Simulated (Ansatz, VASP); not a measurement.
## Two plane-wave programs on Na

```xyz
2
Lattice="0.0000 3.7918 3.7918 3.7918 0.0000 3.7918 3.7918 3.7918 0.0000" Properties=species:S:1:pos:R:3 pbc="T T T"
Na    3.7918    3.7918    3.7918
Na    5.6877    5.6877    5.6877
```

Alike in both runs: task relaxation of cell and atoms; functional PBE; k mesh 12 × 12 × 12; occupations gaussian, width 0.1 eV; no spin polarisation.

|  | VASP | Ansatz |
| --- | --- | --- |
| version | VASP 6.6.1 | Ansatz 0.2.0 |
| potentials or method | VASP PAW PBE potentials, release 64 (Na_pv), cutoff 600 eV | scalar-relativistic, plane waves, PAW |
| valence electrons in the cell | 14 | 18 |

```csv
,VASP,Ansatz,Ansatz less VASP
"gap on the k mesh at the Fermi level, each at its own relaxed structure (eV)",none,none,-
relaxed volume (Å³/atom),54.52,54.52,0.000
relaxed cell length with the largest relative difference (Å),5.362,5.362,0.0000
```

A gap of «none» marks a metal or a gap that the smearing closes. VASP's potentials hold 14 valence electrons a cell and Ansatz's 18, so a difference there can come from the potentials and not from the codes.

Noted on VASP's run: the relaxation stopped at its first step, so nothing moved.
